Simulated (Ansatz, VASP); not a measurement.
## Al3BiO3 in VASP and in Ansatz

```xyz
7
Lattice="3.0828 -3.6792 0.0256 3.0828 3.6792 0.0256 -1.9641 0.0000 4.7030" Properties=species:S:1:pos:R:3 pbc="T T T"
Al    3.5972    0.0000    0.5131
Al    2.2022   -1.6650    2.6062
Al    2.2022    1.6650    2.6062
Bi   -1.0526    0.0000    4.4702
O     3.7958    1.4070    1.6952
O     3.7958   -1.4070    1.6952
O     2.0321    0.0000    3.4099
```

Change from the starting cell: species swapped into the Zn3SbN3 type (Cm, No. 8).

Alike in both runs: functional PBE; k mesh 6 × 6 × 6; occupations gaussian, width 0.02 eV; no spin polarisation.

Ansatz relaxed the structure, and its values are those at the end. VASP's run is a single point on that final structure, the one shown.

|  | VASP | Ansatz |
| --- | --- | --- |
| version | VASP 6.6.1 | Ansatz 0.2.0 |
| potentials or method | VASP PAW PBE potentials, release 64 (Al, Bi_d, O), cutoff 520 eV | scalar-relativistic, plane waves, PAW |
| valence electrons in the cell | 42 | 42 |

Ansatz gave:

- gap on the k mesh at the Fermi level (eV): 0.79
- least direct gap on the mesh (eV): 0.94
- pressure (GPa): 0.0
- rms of the force components (eV/Å): 0.001

Task: Which values does VASP return?

Result: gap on the k mesh at the Fermi level (eV): 0.78; least direct gap on the mesh (eV): 0.93; pressure (GPa): -0.1; rms of the force components (eV/Å): 0.004.

With one functional, cell and mesh, what is left measures potentials, basis and numerics.

Spin-orbit coupling is off throughout.
